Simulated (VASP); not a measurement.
# SiC (P6_3mc) in VASP: notebook, part 2 of 2

VASP 6.6.1.

### Step 3. Single point, LDA

The input, INCAR:

```
SYSTEM = SiC
  PREC = Accurate
  ENCUT = 520
  EDIFF = 1E-6
  ISMEAR = 0
  SIGMA = 0.01
  LREAL = .False.
  LASPH = .True.
  NELM = 80
  ALGO = Normal
  ISIF = 2
  LWAVE = .False.
  LCHARG = .False.
  NBANDS = 16
```

The input, KPOINTS:

```
Automatic mesh
0
Gamma
  8 8 4
  0 0 0
```

The input, POSCAR:

```
SiC
1.0
    3.0478888324      0.0000000000      0.0000000000
   -1.5239444162      2.6395491568      0.0000000000
    0.0000000000      0.0000000000      5.0014572250
Si C
2 2
Direct
    0.3333333333      0.6666666667      0.0045881740
    0.6666666667      0.3333333333      0.5045881740
    0.3333333333      0.6666666667      0.3804118260
    0.6666666667      0.3333333333      0.8804118260
```

Potentials or basis: VASP PAW LDA potentials, release 64 (Si, C).

On the command line:

```console
> cat potpaw_LDA.64/Si/POTCAR potpaw_LDA.64/C/POTCAR > POTCAR
> mpirun -np 1 vasp_std > vasp.out
```

OUTCAR:

```text
SYSTEM = SiC
   PREC = Accurate
   ENCUT = 520
   EDIFF = 1E-6
   ISMEAR = 0
   LREAL = .False.
   LASPH = .True.
   NELM = 80
   ISIF = 2

 ion  position               nearest neighbor table
   1  0.333  0.667  0.005-   4 1.87   4 1.87   4 1.87   3 1.88   2 3.06   2 3.06   2 3.06   2 3.06
                             2 3.06   2 3.06
   2  0.667  0.333  0.505-   3 1.87   3 1.87   3 1.87   4 1.88   1 3.06   1 3.06   1 3.06   1 3.06
                             1 3.06   1 3.06
   3  0.333  0.667  0.380-   2 1.87   2 1.87   2 1.87   1 1.88
   4  0.667  0.333  0.880-   1 1.87   1 1.87   1 1.87   2 1.88

  LATTYP: Found a hexagonal cell.
 ALAT       =     3.0478888324
 C/A-ratio  =     1.6409578892

  Lattice vectors:

 A1 = (   3.0478888324,   0.0000000000,   0.0000000000)
 A2 = (  -1.5239444162,   2.6395491568,   0.0000000000)
 A3 = (   0.0000000000,   0.0000000000,   5.0014572250)

Analysis of symmetry for initial positions (statically):
=====================================================================
 Subroutine PRICEL returns:
 Original cell was already a primitive cell.

 Routine SETGRP: Setting up the symmetry group for a
 hexagonal supercell.

 Subroutine GETGRP returns: Found 12 space group operations
[... 170 lines left out ...]
  energy without entropy =      -33.27210111  energy(sigma->0) =      -33.27210111

 E-fermi :   8.6436     XC(G=0): -11.6688

 val. band max:        8.5338774285   @ k =   0.0000   0.0000   0.0000
 cond. band min:      10.8992795257   @ k =   0.3750   0.2500   0.0000
 fundamental gap:      2.3654020972
 Fermi energy:         8.6436408856

 k-point     1 :       0.0000    0.0000    0.0000
  band No.  band energies     occupation
      1      -7.1675      2.00000
      2      -3.4445      2.00000
      3      -0.3433      2.00000
      4       7.2042      2.00000
      5       7.2042      2.00000
      6       8.4199      2.00000
[... 433 lines left out ...]
      3       1.3987      2.00000
      4       1.3987      2.00000
      5       5.8826      2.00000
      6       5.8826      2.00000
[... 8 lines left out ...]
     15      20.2369      0.00000
     16      20.2369      0.00000

 [... further k-points ...]
[... 5 lines left out ...]
  --------------------------------------------------------------------------------------
  -------------------------------------------------------------------------------------
  Total        0.5977151      0.5977151      0.5977243      0.0000000      0.0000000     -0.0000000
  in kB       23.8001313     23.8001313     23.8005003      0.0000000      0.0000000     -0.0000000
  external PRESSURE =      23.8002543 kB  Pullay stress =       0.0000000 kB

 VOLUME and BASIS-vectors are now :
 -----------------------------------------------------------------------------
  energy-cutoff  :      520.00
  volume of cell :       40.24
      direct lattice vectors                 reciprocal lattice vectors
     3.047888832  0.000000000  0.000000000     0.328095956  0.189426288  0.000000000
    -1.523944416  2.639549157  0.000000000     0.000000000  0.378852577  0.000000000
     0.000000000  0.000000000  5.001457225     0.000000000  0.000000000  0.199941728

 POSITION                                       TOTAL-FORCE (eV/Angst)
 -----------------------------------------------------------------------------------
     -0.00000      1.75970      0.02295        -0.000000      0.000000     -0.000032
      1.52394      0.87985      2.52368         0.000000     -0.000000     -0.000032
     -0.00000      1.75970      1.90261         0.000000     -0.000000      0.000032
      1.52394      0.87985      4.40334        -0.000000      0.000000      0.000032
 -----------------------------------------------------------------------------------
    total drift:                               -0.000000      0.000000     -0.000095

  FREE ENERGIE OF THE ION-ELECTRON SYSTEM (eV)
  ---------------------------------------------------
  free  energy   TOTEN  =       -33.2721011079 eV

  energy  without entropy=      -33.2721011079  energy(sigma->0) =      -33.27210111
```

stdout:

```text
POSCAR found type information on POSCAR SiC
 POSCAR found :  2 types and       4 ions
 scaLAPACK will be used
 LDA part: xc-table for (Slater(with rela. corr.)+CA(PZ))
 , standard interpolation
 POSCAR, INCAR and KPOINTS ok, starting setup
 FFT: planning ... GRIDC
 FFT: planning ... GRID_SOFT
 FFT: planning ... GRID
 WAVECAR not read
 entering main loop
```

Run time: 23 s. Hardware: 1 thread of Intel Xeon 8259CL, shared host; peak memory 0.11 GiB.

Results:

* Free energy: -33.2721 eV
* Pressure: 2.4 GPa
* Band gap on the k mesh: 2.37 eV, indirect (least direct gap 3.93 eV)

### Step 4. Single point, LDA

This run uses another cell than the first one, of 9.98 Å³/atom, 0.992 times its volume.

The input, INCAR:

```
SYSTEM = SiC
PREC = Accurate
ENCUT = 520
EDIFF = 1E-7
ISMEAR = 0
SIGMA = 0.01
LREAL = .FALSE.
LASPH = .TRUE.
NELM = 100
ALGO = Normal
ISIF = 2
LWAVE = .FALSE.
LCHARG = .TRUE.
LELF = .TRUE.
LVHAR = .TRUE.
NBANDS = 16
```

The input, KPOINTS:

```
Automatic mesh
0
G
  8 8 4
  0 0 0
```

The input, POSCAR:

```
SiC
1.0
    3.0395983915      0.0000000000      0.0000000000
   -1.5197991958      2.6323694244      0.0000000000
    0.0000000000      0.0000000000      4.9873554411
Si C
2 2
Direct
    0.3333333333      0.6666666667      0.0045919514
    0.6666666667      0.3333333333      0.5045919514
    0.3333333333      0.6666666667      0.3804080486
    0.6666666667      0.3333333333      0.8804080486
```

On the command line:

```console
> cat potpaw_LDA.64/Si/POTCAR potpaw_LDA.64/C/POTCAR > POTCAR
> mpirun -np 1 vasp_std > vasp.out
```

Wall time 29 s (1 thread of Intel Xeon 8259CL, shared host); peak memory 0.11 GiB.

It converged, with:

| Quantity | Value |
| --- | --- |
| Free energy | -33.2649 eV |
| Pressure | 4.4 GPa |
| Band gap on the k mesh | 2.35 eV, indirect (least direct gap 3.94 eV) |

Levels at points of the mesh, in eV from the valence-band top:
```tsv
k point	band 5	band 6	band 7	band 8	band 9	band 10	band 11	band 12
(0.00, 0.00, 0.00)	-1.33	-0.11	0.00	0.00	5.06	6.60	6.77	6.77
(0.50, 0.00, 0.00)	-5.57	-3.42	-3.40	-1.21	2.74	4.18	7.08	7.17
(0.00, 0.00, 0.50)	-0.72	-0.72	-0.72	-0.72	6.14	6.14	7.44	7.44
(0.50, 0.00, 0.50)	-2.50	-2.50	-2.36	-2.36	3.29	3.29	5.31	5.31
```

A k mesh can miss the band edges.

### Step 5. Single point, LDA

This run uses another cell than the first one, of 9.98 Å³/atom, 0.992 times its volume.

The input, INCAR:

```
  PREC = Accurate
  ENCUT = 520
  EDIFF = 1E-7
  ISMEAR = 0
  SIGMA = 0.01
  LREAL = F
  LASPH = T
  NELM = 100
  ALGO = Normal
  ISIF = 2
  LWAVE = F
  LCHARG = T
  LELF = T
  LVHAR = T
  NBANDS = 16
```

The input, KPOINTS:

```
regular mesh
0
Gamma
  8 8 4
```

POSCAR is that of step 4.

On the command line:

```console
> cat potpaw_LDA.64/Si/POTCAR potpaw_LDA.64/C/POTCAR > POTCAR
> mpirun -np 1 vasp_std > vasp.out
```

Wall time 33 s (1 thread of Intel Xeon 8259CL, shared host); peak memory 0.11 GiB.

The run converged. Its results:

```yaml
Free_energy: -33.2649 eV
Pressure: 4.4 GPa
Band_gap_on_the_k_mesh: 2.35 eV, indirect (least direct gap 3.94 eV)
```

Levels at points of the mesh, in eV from the valence-band top:
| k point | band 5 | band 6 | band 7 | band 8 | band 9 | band 10 | band 11 | band 12 |
| --- | --- | --- | --- | --- | --- | --- | --- | --- |
| (0.00, 0.00, 0.00) | -1.33 | -0.11 | 0.00 | 0.00 | 5.06 | 6.60 | 6.77 | 6.77 |
| (0.50, 0.00, 0.00) | -5.57 | -3.42 | -3.40 | -1.21 | 2.74 | 4.18 | 7.08 | 7.17 |
| (0.00, 0.00, 0.50) | -0.72 | -0.72 | -0.72 | -0.72 | 6.14 | 6.14 | 7.44 | 7.44 |
| (0.50, 0.00, 0.50) | -2.50 | -2.50 | -2.36 | -2.36 | 3.29 | 3.29 | 5.31 | 5.31 |
